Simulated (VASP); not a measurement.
## BN: single point with PBE

BN:

```
B N
1.0
     2.55458    0.00000    0.00000
    -1.27729    2.21233    0.00000
     0.00000    0.00000    4.22451
B N
2 2
Cartesian
  1.2773 0.7374 4.2237
  0.0000 1.4749 2.1114
  1.2773 0.7374 2.6411
  0.0000 1.4749 0.5289
```

```yaml
Program: VASP 6.6.1
Task: single point
Functional: PBE
Potentials_or_basis: VASP PAW PBE potentials, release 64 (B, N)
Cutoff: 520 eV
k_mesh: 12 × 12 × 6
Occupations: gaussian, width 0.05 eV
Spin: no spin polarisation
```

| Item | Value |
| --- | --- |
| Pressure | 0.2 GPa |
| Band gap on the k mesh | 5.21 eV, indirect (least direct gap 8.24 eV) |

Levels at points of the mesh, in eV from the valence-band top:
```csv
k point,band 5,band 6,band 7,band 8,band 9,band 10,band 11,band 12
"(0.00, 0.00, 0.00)",-2.10,-0.26,0.00,0.00,8.33,8.33,8.55,9.41
"(0.50, 0.00, 0.00)",-6.85,-4.93,-4.36,-2.09,6.68,7.94,10.56,11.39
"(0.00, 0.00, 0.50)",-1.16,-1.16,-1.16,-1.16,9.40,9.40,9.87,9.87
"(0.50, 0.00, 0.50)",-3.73,-3.73,-3.53,-3.53,6.56,6.56,9.97,9.97
```

Wall time 14 s on 1 thread of AMD EPYC 9R14 (Zen 4), on a shared host, peak memory 0.12 GiB.

A k mesh can miss the band edges. PBE gaps usually lie below the measured ones, often by a third to a half.
